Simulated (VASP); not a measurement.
A run of VASP 6.6.1:

INCAR

```
SYSTEM = GaP
PREC = Accurate
ENCUT = 520
EDIFF = 1E-7
ISMEAR = 0
SIGMA = 0.05
LREAL = .False.
LASPH = .True.
NELM = 80
ALGO = Normal
ISIF = 2
LWAVE = .False.
LCHARG = .False.
GGA = PE
NBANDS = 16
```

The input KPOINTS:

```
Automatic mesh
0
Gamma
  8 8 8
  0 0 0
```

POSCAR

```
GaP
1.0
    0.0000000000      2.8213502327      2.7525368124
    2.8213502327      0.0000000000      2.7525368124
    2.8213502327      2.8213502327      0.0000000000
Ga P
1 1
Direct
    0.0000000000      0.0000000000      0.0000000000
    0.7500000000      0.7500000000      0.7500000000
```

Potentials or basis: VASP PAW PBE potentials, release 64 (Ga_d, P).

Run with:

```sh
$ cat potpaw_PBE.64/Ga_d/POTCAR potpaw_PBE.64/P/POTCAR > POTCAR
$ mpirun -np 1 vasp_std > vasp.out
```

Hardware: 1 thread of AMD EPYC 7R43 64-Core Processor (Zen 3) (shared host).

Problem. How long does it take, and how much memory?

Solution. Wall time 72 s on 1 thread of AMD EPYC 7R43 64-Core Processor (Zen 3), with other jobs on the host, peak memory 0.15 GiB. Counts: scf iterations 14, k points 59.
